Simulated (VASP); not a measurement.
# C (P6_3/mmc) in VASP: a series of runs

The runs below take C through single point, relaxation of shape and atoms at fixed volume, with r2SCAN+D3(BJ).

All numbers are computed with VASP 6.6.1; they aren't measurements. Logs are shortened: lines on timing, memory, paths and dates and some standing lists are left out, and cuts for length are marked.

## (1) The cell of the first run

Symmetry: P6_3/mmc, No. 194, hexagonal system. Conventional cell: a = 2.467 Å, b = 2.467 Å, c = 7.803 Å, α = 90.00°, β = 90.00°, γ = 120.00°. Within 1.9 Å of C (site symmetry -6m2) lie 3 C at 1.42 Å. C (site symmetry -6m2) has 3 C at 1.42 Å within 1.9 Å.

## (2) Single point, r2SCAN+D3(BJ)

POSCAR reads:

```
C
1.0
    2.4672912616      0.0000000000      0.0000000000
   -1.2336456308      2.1367369111      0.0000000000
    0.0000000000      0.0000000000      7.8030730000
C
4
Direct
    0.0000000000      0.0000000000      0.2500000000
    0.0000000000      0.0000000000      0.7500000000
    0.3333333300      0.6666666700      0.2500000000
    0.6666666700      0.3333333300      0.7500000000
```

INCAR.step1 reads:

```
SYSTEM = C
ALGO = Normal ; EDIFF = 1E-5
ENCUT = 660 ; GGA = PE
GGA_COMPAT = .FALSE. ; ISMEAR = 0
LASPH = .TRUE. ; LCHARG = .FALSE.
LREAL = .FALSE. ; LWAVE = .TRUE.
NBANDS = 16 ; NELM = 120
PREC = Accurate ; SIGMA = 0.1
```

INCAR.step2 reads:

```
SYSTEM = C
ALGO = Normal ; EDIFF = 1E-6
ENCUT = 660 ; GGA_COMPAT = .FALSE.
ISIF = 2 ; ISMEAR = 0
ISTART = 1 ; IVDW = 12
LASPH = .TRUE. ; LCHARG = .FALSE.
LMIXTAU = .TRUE. ; LREAL = .FALSE.
LWAVE = .FALSE. ; METAGGA = R2SCAN
NBANDS = 16 ; NELM = 120
PREC = Accurate ; SIGMA = 0.1
VDW_A1 = 0.49484001 ; VDW_A2 = 5.73083694
VDW_S6 = 1.0 ; VDW_S8 = 0.78981345
```

KPOINTS reads:

```
k-points
0
G
  9 9 4
  0 0 0
```

Potentials or basis: VASP PAW PBE potentials, release 64 (C).

Run with:

```bash
$ cat potpaw_PBE.64/C/POTCAR > POTCAR
$ cp INCAR.step1 INCAR
$ mpirun -np 1 vasp_std > vasp.out
$ cp INCAR.step2 INCAR
$ mpirun -np 1 vasp_std > vasp.out
```

OUTCAR:

```text
SYSTEM = C
   EDIFF = 1E-6
   ENCUT = 660
   ISIF = 2
   ISMEAR = 0
   ISTART = 1
   IVDW = 12
   LASPH = .TRUE.
   LREAL = .FALSE.
   METAGGA = R2SCAN
   NELM = 120
   PREC = Accurate
 IVDW          = 12

 ion  position               nearest neighbor table
   1  0.000  0.000  0.250-   3 1.42   3 1.42   3 1.42
   2  0.000  0.000  0.750-   4 1.42   4 1.42   4 1.42
   3  0.333  0.667  0.250-   1 1.42   1 1.42   1 1.42
   4  0.667  0.333  0.750-   2 1.42   2 1.42   2 1.42

  LATTYP: Found a hexagonal cell.
 ALAT       =     2.4672912616
 C/A-ratio  =     3.1626071561

  Lattice vectors:

 A1 = (   2.4672912616,   0.0000000000,   0.0000000000)
 A2 = (  -1.2336456308,   2.1367369111,   0.0000000000)
 A3 = (   0.0000000000,   0.0000000000,   7.8030730000)

Analysis of symmetry for initial positions (statically):
=====================================================================
 Subroutine PRICEL returns:
 Original cell was already a primitive cell.

 Routine SETGRP: Setting up the symmetry group for a
 hexagonal supercell.

 Subroutine GETGRP returns: Found 24 space group operations
 (whereof 12 operations were pure point group operations)
 out of a pool of 24 trial point group operations.

The static configuration has the point symmetry D_3d.
 The point group associated with its full space group is D_6h.

Analysis of symmetry for dynamics (positions and initial velocities):
=====================================================================
 Subroutine PRICEL returns:
 Original cell was already a primitive cell.

 Routine SETGRP: Setting up the symmetry group for a
 hexagonal supercell.

 Subroutine GETGRP returns: Found 24 space group operations
 (whereof 12 operations were pure point group operations)
 out of a pool of 24 trial point group operations.

The dynamic configuration has the point symmetry D_3d.
 The point group associated with its full space group is D_6h.

 Subroutine INISYM returns: Found 24 space group operations
 (whereof 12 operations are pure point group operations),
 and found     1 'primitive' translations

----------------------------------------------------------------------------------------

[... 94 lines left out ...]
   ENCUT  =  660.0 eV  48.51 Ry    6.96 a.u.   5.17  5.17 16.35*2*pi/ulx,y,z
   NELM   =    120;   NELMIN=  2; NELMDL=  0     # of ELM steps
   EDIFF  = 0.1E-05   stopping-criterion for ELM
   LREAL  =      F    real-space projection
   EDIFFG = 0.1E-04   stopping-criterion for IOM
   NSW    =      0    number of steps for IOM
   IBRION =     -1    ionic relax: 0-MD 1-quasi-New 2-CG
   NFREE  =      0    steps in history (QN), initial steepest desc. (CG)
   ISIF   =      2    stress and relaxation
   ISYM   =      2    0-nonsym 1-usesym 2-fastsym
   POTIM  = 0.5000    time-step for ionic-motion
   TEBEG  =    0.0;   TEEND  =   0.0 temperature during run
   PSTRESS=    0.0 pullay stress
   NELECT =      16.0000    total number of electrons
   NUPDOWN=      -1.0000    fix difference up-down
   EMIN   =  10.00;   EMAX   =-10.00  energy-range for DOS
   EFERMI =   0.00;   METHOD = LEGACY
   ISMEAR =     0;   SIGMA  =   0.10  broadening in eV -4-tet -1-fermi 0-gaus
   EFERMI_NEDOS =   21; number of points for ismear=-14 and -15
   IALGO  =     38    algorithm
   IMIX   =      4    mixing-type and parameters
     AMIX     =   0.40;   BMIX     =  1.00
     AMIX_MAG =   1.60;   BMIX_MAG =  1.00
  volume/ion in A,a.u.               =      10.28        69.40
  Fermi-wavevector in a.u.,A,eV,Ry     =   1.195003  2.258229 19.429568  1.428033
  Thomas-Fermi vector in A             =   2.330979
   LORBIT       =      0    0 simple, 1 ext, 2 COOP (PROOUT), +10 PAW based schemes
   METAGGA = R2SCAN    functional components
   LHFCALC =     F    Hartree Fock is set to
   AEXX    =    0.0000 exact exchange contribution
   IVDW    =    12    specifies the selected vdW correction
   LEPSILON=     F    determine dielectric tensor
   LRPA    =     F    only Hartree local field effects (RPA)
 non-spin polarized calculation
 Gauss-broadening in eV      SIGMA  =   0.10
  energy-cutoff  :      660.00
  volume of cell :       41.14
 maximum number of plane-waves:      1599
 NGX is ok and might be reduce to    24
   NGX = 11   NGY = 11   NGZ = 33

 number of electron      15.9999999 magnetization

 Free energy of the ion-electron system (eV)
  ---------------------------------------------------
  ext. energy  EPLUGINS =         0.00000000
  ---------------------------------------------------
  free energy    TOTEN  =       -39.73450543 eV

  energy without entropy =      -39.73098869  energy(sigma->0) =      -39.73274706

 E-fermi :   3.3691     XC(G=0): -10.0335

 val. band max:        3.3686927942   @ k =   0.3333   0.3333   0.2500
 cond. band min:       3.3703176816   @ k =   0.3333   0.3333   0.5000
 fundamental gap:      0.0016248873
 Fermi energy:         3.3690913134

 k-point     1 :       0.0000    0.0000    0.0000
  band No.  band energies     occupation
      1     -17.4121      2.00000
      2     -17.3294      2.00000
      3      -5.0947      2.00000
      4      -4.2187      2.00000
      5       0.1353      2.00000
      6       0.1353      2.00000
[... 433 lines left out ...]
      3     -10.1064      2.00000
      4     -10.0901      2.00000
      5      -7.7053      2.00000
      6      -7.7053      2.00000
[... 8 lines left out ...]
     15      16.8660      0.00000
     16      18.0544      0.00000

 [... further k-points ...]

------------------------ aborting loop because EDIFF is reached ----------------------------------------

 Edisp (eV)   -0.25847

 E8    (eV) :    -0.0534

  FORCE on cell =-STRESS in cart. coord.  units (eV):
  Direction    XX          YY          ZZ          XY          YZ          ZX
  --------------------------------------------------------------------------------------
  -------------------------------------------------------------------------------------
  Total      -1.20317    -1.20317    -0.69331     0.00000    -0.00000     0.00000
  in kB     -46.85991   -46.85991   -27.00223     0.00000    -0.00000     0.00000
  external pressure =      -40.24 kB  Pullay stress =        0.00 kB

 VOLUME and BASIS-vectors are now :
 -----------------------------------------------------------------------------
  energy-cutoff  :      660.00
  volume of cell :       41.14
      direct lattice vectors                 reciprocal lattice vectors
     2.467291262  0.000000000  0.000000000     0.405302777  0.234001667  0.000000000
    -1.233645631  2.136736911  0.000000000     0.000000000  0.468003335  0.000000000
     0.000000000  0.000000000  7.803073000     0.000000000  0.000000000  0.128154639

 POSITION                                       TOTAL-FORCE (eV/Angst)
 -----------------------------------------------------------------------------------
      0.00000      0.00000      1.95077         0.000000      0.000000     -0.000000
      0.00000      0.00000      5.85230        -0.000000      0.000000      0.000000
     -0.00000      1.42449      1.95077         0.000000     -0.000000     -0.000000
      1.23365      0.71225      5.85230        -0.000000      0.000000     -0.000000
 -----------------------------------------------------------------------------------
    total drift:                                0.000000      0.000000     -0.000000

  FREE ENERGIE OF THE ION-ELECTRON SYSTEM (eV)
  ---------------------------------------------------
  free  energy   TOTEN  =       -39.9929756048 eV

  energy  without entropy=      -39.9894588710  energy(sigma->0) =      -39.99121724
```

It took 2.8 min on 1 thread of AMD EPYC 7R43 (Zen 3), shared host; peak memory 0.16 GiB.

Results:

```
Free energy                : -39.9930 eV
Pressure                   : -4.0 GPa
Band gap on the k mesh     : zero (filled and empty bands overlap)
Dispersion energy per atom : -0.065 eV
```

Caveat: the PAW data sets were made with another functional, which shifts forces and pressure a little.

## (3) Relaxation of shape and atoms at fixed volume, r2SCAN+D3(BJ) (volume scaled by 0.91)

POSCAR reads:

```
C
1.0
    2.4233219829      0.0000000000      0.0000000000
   -1.2116609914      2.0986583987      0.0000000000
    0.0000000000      0.0000000000      6.2881577896
C
4
Direct
    0.0000000000      0.0000000000      0.2500000000
    0.0000000000      0.0000000000      0.7500000000
    0.3333333333      0.6666666667      0.2500000000
    0.6666666667      0.3333333333      0.7500000000
```

INCAR.step1 reads:

```
PREC = Accurate
ENCUT = 600
ISMEAR = 0
SIGMA = 0.1
LREAL = F
LASPH = T
NELM = 60
GGA = PE
ALGO = Normal
EDIFF = 1E-4
LWAVE = T
LCHARG = F
```

INCAR.step2 reads:

```
PREC = Accurate
ENCUT = 600
EDIFF = 1E-6
ISMEAR = 0
SIGMA = 0.1
LREAL = F
LASPH = T
NELM = 60
ALGO = Normal
ISIF = 4
LWAVE = F
LCHARG = F
METAGGA = R2SCAN
LMIXTAU = T
IVDW = 12
VDW_S6 = 1.0
VDW_S8 = 0.78981345
VDW_A1 = 0.49484001
VDW_A2 = 5.73083694
IBRION = 2
NSW = 50
EDIFFG = -0.01
ISTART = 1
```

KPOINTS reads:

```
regular mesh
0
Gamma
  21 21 6
```

Potentials or basis: VASP PAW PBE potentials, release 64 (C).

Run with:

```bash
$ cat potpaw_PBE.64/C/POTCAR > POTCAR
$ cp INCAR.step1 INCAR
$ mpirun -np 1 vasp_std > vasp.out
$ cp INCAR.step2 INCAR
$ mpirun -np 1 vasp_std > vasp.out
```

Wall time 14 min (1 thread of Intel Xeon Platinum 8175M at 2.50GHz (Skylake/Cascade Lake), shared host); peak memory 0.22 GiB.

It converged, with:

* Free energy: -40.0131 eV
* Energy gained by relaxing: 8.1 meV/atom
* Ionic steps: 3
* Pressure after relaxing: 5.2 GPa
* Band gap on the k mesh: zero (band 8 reaches 5.53 eV, above the bottom of band 9 at 5.46 eV)
* Dispersion energy per atom: -0.083 eV

The path:
```
step  energy change (eV)  largest force (eV/Å)  pressure (GPa)  volume (Å³)
   1              0.0000                0.0000           14.53        31.98
   2             -0.0277                0.0000            1.72        31.98
   3             -0.0323                0.0000            5.18        31.98
```

Final structure:
```cif
data_structure
_symmetry_space_group_name_H-M 'P 1'
_symmetry_Int_Tables_number 1
_cell_length_a 2.4471
_cell_length_b 2.4471
_cell_length_c 6.1666
_cell_angle_alpha 90.000
_cell_angle_beta 90.000
_cell_angle_gamma 120.000
_cell_volume 31.98
loop_
_atom_site_label
_atom_site_type_symbol
_atom_site_fract_x
_atom_site_fract_y
_atom_site_fract_z
_atom_site_occupancy
C1 C 0.00000 0.00000 0.25000 1
C2 C 0.00000 0.00000 0.75000 1
C3 C 0.33333 0.66667 0.25000 1
C4 C 0.66667 0.33333 0.75000 1
```

Levels at points of the mesh, in eV from the Fermi level:
| k point | band 5 | band 6 | band 7 | band 8 | band 9 | band 10 | band 11 | band 12 |
| --- | --- | --- | --- | --- | --- | --- | --- | --- |
| (0.00, 0.00, 0.00) | -3.15 | -3.15 | -3.11 | -3.11 | 5.42 | 8.81 | 8.81 | 8.92 |
| (0.00, 0.00, 0.50) | -3.13 | -3.13 | -3.13 | -3.13 | 8.87 | 8.87 | 8.87 | 8.97 |

Caveat: the cell differs from its parent crystal (volume scaled by 0.91); the PAW data sets were made with another functional, which shifts forces and pressure a little; pairwise dispersion overbinds metals, which lowers pressure and volume.
